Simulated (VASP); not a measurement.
# TiO2 (P2_1/c) in VASP: single point with r2SCAN

Aim: the single point of TiO2 with r2SCAN.

All numbers are computed with VASP 6.6.1; they aren't measurements. Logs are shortened: lines on timing, memory, paths and dates and some standing lists are left out, and cuts for length are marked.

## (1) The cell of the first run

It takes space group P2_1/c (No. 14, monoclinic). Conventional cell: a = 4.803 Å, b = 4.867 Å, c = 5.040 Å, α = 90.00°, β = 99.87°, γ = 90.00°. Within 2.5 Å of Ti (site symmetry 1) lie 7 O at 1.86 to 2.22 Å. O (site symmetry 1) has 4 Ti at 1.99 to 2.22 Å and 8 O at 2.41 to 2.80 Å within 2.8 Å. O (site symmetry 1) has 3 Ti at 1.86 to 2.03 Å and 2 O at 2.41 to 2.43 Å within 2.5 Å.

## (2) Single point, r2SCAN

The input, POSCAR:

```
TiO2
1.0
    4.8034638742      0.0000000000     -0.0184775790
    0.0000000000      4.8665845341      0.0000000000
   -0.8448343849      0.0000000000      4.9689819188
Ti O
4 8
Direct
    0.2770109266      0.4454957368      0.7145491956
    0.7229890734      0.9454957368      0.7854508044
    0.7229890734      0.5545042632      0.2854508044
    0.2770109266      0.0545042632      0.2145491956
    0.4463089557      0.7419958939      0.9634471535
    0.5536910443      0.2419958939      0.5365528465
    0.5536910443      0.2580041061      0.0365528465
    0.4463089557      0.7580041061      0.4634471535
    0.0635758105      0.3224640599      0.3521157703
    0.9364241895      0.8224640599      0.1478842297
    0.9364241895      0.6775359401      0.6478842297
    0.0635758105      0.1775359401      0.8521157703
```

The input, INCAR.step1:

```
SYSTEM = TiO2
PREC = Accurate
ENCUT = 520
ISMEAR = -1
SIGMA = 0.02
LREAL = .False.
LASPH = .True.
NELM = 60
NBANDS = 60
GGA = PE
ALGO = Normal
EDIFF = 1E-4
LWAVE = .True.
LCHARG = .False.
```

The input, INCAR.step2:

```
SYSTEM = TiO2
PREC = Accurate
ENCUT = 520
EDIFF = 1E-6
ISMEAR = -1
SIGMA = 0.02
LREAL = .False.
LASPH = .True.
NELM = 60
ALGO = Normal
ISIF = 2
LWAVE = .False.
LCHARG = .True.
METAGGA = R2SCAN
LMIXTAU = .True.
LELF = .True.
LVHAR = .True.
NBANDS = 60
ISTART = 1
```

The input, KPOINTS:

```
Automatic mesh
0
Gamma
  6 6 6
  0 0 0
```

Potentials or basis: VASP PAW PBE potentials, release 64 (Ti_sv, O).

The run is started by

```
$ cat potpaw_PBE.64/Ti_sv/POTCAR potpaw_PBE.64/O/POTCAR > POTCAR
$ cp INCAR.step1 INCAR
$ mpirun -np 1 vasp_std > vasp.out
$ cp INCAR.step2 INCAR
$ mpirun -np 1 vasp_std > vasp.out
```

OUTCAR:

```text
SYSTEM = TiO2
   PREC = Accurate
   ENCUT = 520
   EDIFF = 1E-6
   ISMEAR = -1
   LREAL = .False.
   LASPH = .True.
   NELM = 60
   ISIF = 2
   METAGGA = R2SCAN
   ISTART = 1

 ion  position               nearest neighbor table
   1  0.277  0.445  0.715-  12 1.86  11 1.97   6 1.99   5 1.99   9 2.03   7 2.12   8 2.22
   2  0.723  0.945  0.785-  11 1.86  12 1.97   5 1.99   6 1.99  10 2.03   8 2.12   7 2.22
   3  0.723  0.555  0.285-  10 1.86   9 1.97   8 1.99   7 1.99  11 2.03   5 2.12   6 2.22
   4  0.277  0.055  0.215-   9 1.86  10 1.97   7 1.99   8 1.99  12 2.03   6 2.12   5 2.22
   5  0.446  0.742  0.963-   2 1.99   1 1.99   3 2.12   4 2.22
   6  0.554  0.242  0.537-   1 1.99   2 1.99   4 2.12   3 2.22
   7  0.554  0.258  0.037-   4 1.99   3 1.99   1 2.12   2 2.22
   8  0.446  0.758  0.463-   3 1.99   4 1.99   2 2.12   1 2.22
   9  0.064  0.322  0.352-   4 1.86   3 1.97   1 2.03
  10  0.936  0.822  0.148-   3 1.86   4 1.97   2 2.03
  11  0.936  0.678  0.648-   2 1.86   1 1.97   3 2.03
  12  0.064  0.178  0.852-   1 1.86   2 1.97   4 2.03

  LATTYP: Found a simple monoclinic cell.
 ALAT       =     4.8034994131
 B/A-ratio  =     1.0131331589
 C/A-ratio  =     1.0492954990
 COS(beta)  =    -0.1714072444

  Lattice vectors:

 A1 = (   4.8034638742,   0.0000000000,  -0.0184775790)
 A2 = (   0.0000000000,   4.8665845341,   0.0000000000)
 A3 = (  -0.8448343849,   0.0000000000,   4.9689819188)

Analysis of symmetry for initial positions (statically):
=====================================================================
 Subroutine PRICEL returns:
 Original cell was already a primitive cell.

 Routine SETGRP: Setting up the symmetry group for a
 simple monoclinic supercell.

 Subroutine GETGRP returns: Found  4 space group operations
 (whereof  2 operations were pure point group operations)
 out of a pool of  4 trial point group operations.

The static configuration has the point symmetry S_2 .
 The point group associated with its full space group is C_2h.

Analysis of symmetry for dynamics (positions and initial velocities):
=====================================================================
 Subroutine PRICEL returns:
 Original cell was already a primitive cell.

 Routine SETGRP: Setting up the symmetry group for a
 simple monoclinic supercell.

 Subroutine GETGRP returns: Found  4 space group operations
 (whereof  2 operations were pure point group operations)
[... 132 lines left out ...]
   TEBEG  =    0.0;   TEEND  =   0.0 temperature during run
   PSTRESS=    0.0 pullay stress
   NELECT =      96.0000    total number of electrons
   NUPDOWN=      -1.0000    fix difference up-down
   EMIN   =  10.00;   EMAX   =-10.00  energy-range for DOS
   EFERMI =   0.00;   METHOD = LEGACY
   ISMEAR =    -1;   SIGMA  =   0.02  broadening in eV -4-tet -1-fermi 0-gaus
   EFERMI_NEDOS =   21; number of points for ismear=-14 and -15
   IALGO  =     38    algorithm
   IMIX   =      4    mixing-type and parameters
     AMIX     =   0.40;   BMIX     =  1.00
     AMIX_MAG =   1.60;   BMIX_MAG =  1.00
  volume/ion in A,a.u.               =       9.67        65.28
  Fermi-wavevector in a.u.,A,eV,Ry     =   1.536660  2.903867 32.127777  2.361325
  Thomas-Fermi vector in A             =   2.643278
   LORBIT       =      0    0 simple, 1 ext, 2 COOP (PROOUT), +10 PAW based schemes
   METAGGA = R2SCAN    functional components
   LHFCALC =     F    Hartree Fock is set to
   AEXX    =    0.0000 exact exchange contribution
   IVDW    =     0    specifies the selected vdW correction
   LEPSILON=     F    determine dielectric tensor
   LRPA    =     F    only Hartree local field effects (RPA)
 non-spin polarized calculation
  energy-cutoff  :      520.00
  volume of cell :      116.08
 maximum number of plane-waves:      3160
   NGX = 17   NGY = 19   NGZ = 19

 number of electron      95.9999994 magnetization

 Free energy of the ion-electron system (eV)
  ---------------------------------------------------
  ext. energy  EPLUGINS =         0.00000000
  ---------------------------------------------------
  free energy    TOTEN  =      -139.21091067 eV

  energy without entropy =     -139.21091067  energy(sigma->0) =     -139.21091067

 E-fermi :   5.8184     XC(G=0): -12.6499

 val. band max:        5.3833268790   @ k =   0.0000   0.0000   0.0000
 cond. band min:       8.1043867127   @ k =   0.5000   0.0000  -0.0000
 fundamental gap:      2.7210598337
 Fermi energy:         5.8183859936

 k-point     1 :       0.0000    0.0000    0.0000
  band No.  band energies     occupation
      1     -53.4814      2.00000
      2     -53.4445      2.00000
      3     -53.4423      2.00000
      4     -53.4413      2.00000
      5     -28.8721      2.00000
      6     -28.8505      2.00000
[... 1501 lines left out ...]
     59      10.2494      0.00000
     60      10.3992      0.00000

 [... further k-points ...]

------------------------ aborting loop because EDIFF is reached ----------------------------------------

  FORCE on cell =-STRESS in cart. coord.  units (eV):
  Direction    XX          YY          ZZ          XY          YZ          ZX
  --------------------------------------------------------------------------------------
  -------------------------------------------------------------------------------------
  Total        1.5274692      1.4640642      1.3174926      0.0000000      0.0000000     -0.0142960
  in kB       21.0824440     20.2073149     18.1843036      0.0000000      0.0000000     -0.1973160
  external PRESSURE =      19.8246875 kB  Pullay stress =       0.0000000 kB

 VOLUME and BASIS-vectors are now :
 -----------------------------------------------------------------------------
  energy-cutoff  :      520.00
  volume of cell :      116.08
      direct lattice vectors                 reciprocal lattice vectors
     4.803463874  0.000000000 -0.018477579     0.208319346  0.000000000  0.035418794
     0.000000000  4.866584534  0.000000000     0.000000000  0.205482920  0.000000000
    -0.844834385  0.000000000  4.968981919     0.000774653  0.000000000  0.201380176

 POSITION                                       TOTAL-FORCE (eV/Angst)
 -----------------------------------------------------------------------------------
      0.72694      2.16804      3.54546         0.034004      0.090485     -0.044020
      2.80928      4.60133      3.88953        -0.034004      0.090485      0.044020
      3.23169      2.69854      1.40504        -0.034004     -0.090485      0.044020
      1.14935      0.26525      1.06097         0.034004     -0.090485     -0.044020
      1.32988      3.61099      4.77910        -0.050600      0.016342      0.043453
      2.20634      1.17769      2.65589         0.050600      0.016342     -0.043453
      2.62875      1.25560      0.17140         0.050600     -0.016342     -0.043453
      1.75229      3.68889      2.29461        -0.050600     -0.016342      0.043453
      0.00790      1.56930      1.74848        -0.042575      0.039655      0.017564
      4.37314      4.00259      0.71753         0.042575      0.039655     -0.017564
      3.95072      3.29729      3.20202         0.042575     -0.039655     -0.017564
     -0.41451      0.86399      4.23297        -0.042575     -0.039655      0.017564
 -----------------------------------------------------------------------------------
    total drift:                                0.000000      0.000000     -0.000000

  FREE ENERGIE OF THE ION-ELECTRON SYSTEM (eV)
  ---------------------------------------------------
  free  energy   TOTEN  =      -139.2109106718 eV

  energy  without entropy=     -139.2109106718  energy(sigma->0) =     -139.21091067
```

OSZICAR.step1:

```text
N       E                     dE             d eps       ncg     rms          rms(c)
DAV:   1     0.153503649113E+04    0.15350E+04   -0.47470E+04  9616   0.195E+03
DAV:   2     0.184210431355E+03   -0.13508E+04   -0.12776E+04  9720   0.606E+02
DAV:   3    -0.118829658082E+03   -0.30304E+03   -0.29263E+03 12164   0.246E+02
DAV:   4    -0.140774948219E+03   -0.21945E+02   -0.21881E+02 14000   0.726E+01
DAV:   5    -0.141950356050E+03   -0.11754E+01   -0.11748E+01 14680   0.141E+01    0.444E+01
DAV:   6    -0.108211832954E+03    0.33739E+02   -0.21352E+02 13628   0.993E+01    0.180E+01
DAV:   7    -0.107434094573E+03    0.77774E+00   -0.39665E+01 13648   0.364E+01    0.115E+01
DAV:   8    -0.107064583903E+03    0.36951E+00   -0.65077E+00 12968   0.177E+01    0.490E+00
DAV:   9    -0.106898925747E+03    0.16566E+00   -0.14616E+00 14628   0.732E+00    0.137E+00
DAV:  10    -0.106911346065E+03   -0.12420E-01   -0.13484E-01 12488   0.238E+00    0.323E-01
DAV:  11    -0.106909764109E+03    0.15820E-02   -0.16875E-02 11676   0.701E-01    0.124E-01
DAV:  12    -0.106910091558E+03   -0.32745E-03   -0.27728E-03 12572   0.301E-01    0.115E-01
DAV:  13    -0.106909961171E+03    0.13039E-03   -0.14306E-03 11312   0.218E-01    0.520E-02
DAV:  14    -0.106909934454E+03    0.26717E-04   -0.28039E-04  7880   0.121E-01
   1 F= -.10690993E+03 E0= -.10690993E+03  d E =-.443041E-12
```

It took 46 min on 1 thread of Oxide Virtual Turin-like, shared host; peak memory 0.46 GiB.

Results:

```
Free energy            : -139.2109 eV
Pressure               : 2.0 GPa
Largest force          : 0.106 eV/Å
Band gap on the k mesh : 2.72 eV (least direct gap 2.82 eV)
```

Forces on the atoms (eV/Å):
```
Ti   0.034  0.090 -0.044
Ti  -0.034  0.090  0.044
Ti  -0.034 -0.090  0.044
Ti   0.034 -0.090 -0.044
O   -0.051  0.016  0.043
O    0.051  0.016 -0.043
O    0.051 -0.016 -0.043
O   -0.051 -0.016  0.043
O   -0.043  0.040  0.018
O    0.043  0.040 -0.018
O    0.043 -0.040 -0.018
O   -0.043 -0.040  0.018
```

Stress tensor (GPa, compression positive):
```
 2.11  0.00 -0.02
 0.00  2.02  0.00
-0.02  0.00  1.82
```

Levels at points of the mesh, in eV from the valence-band top:
| k point | band 45 | band 46 | band 47 | band 48 | band 49 | band 50 | band 51 | band 52 |
| --- | --- | --- | --- | --- | --- | --- | --- | --- |
| (0.00, 0.00, 0.00) | -0.71 | -0.60 | -0.05 | 0.00 | 2.85 | 2.95 | 3.33 | 3.45 |
| (0.50, 0.00, 0.00) | -0.87 | -0.78 | -0.54 | -0.10 | 2.72 | 3.26 | 3.27 | 3.42 |
| (0.00, 0.50, 0.00) | -0.96 | -0.96 | -0.38 | -0.38 | 3.26 | 3.26 | 3.59 | 3.59 |
| (0.50, 0.50, 0.00) | -1.00 | -1.00 | -0.78 | -0.78 | 3.10 | 3.10 | 3.37 | 3.37 |
| (0.00, 0.00, 0.50) | -1.09 | -1.09 | -0.43 | -0.43 | 3.06 | 3.06 | 3.26 | 3.26 |
| (0.50, 0.00, 0.50) | -1.11 | -1.11 | -0.65 | -0.65 | 2.77 | 2.77 | 3.68 | 3.68 |
| (0.00, 0.50, 0.50) | -1.14 | -1.14 | -0.87 | -0.87 | 3.09 | 3.09 | 3.22 | 3.22 |
| (0.50, 0.50, 0.50) | -1.21 | -1.21 | -0.95 | -0.95 | 2.98 | 2.98 | 3.31 | 3.31 |

Caveat: the PAW data sets were made with another functional, which shifts forces and pressure a little.
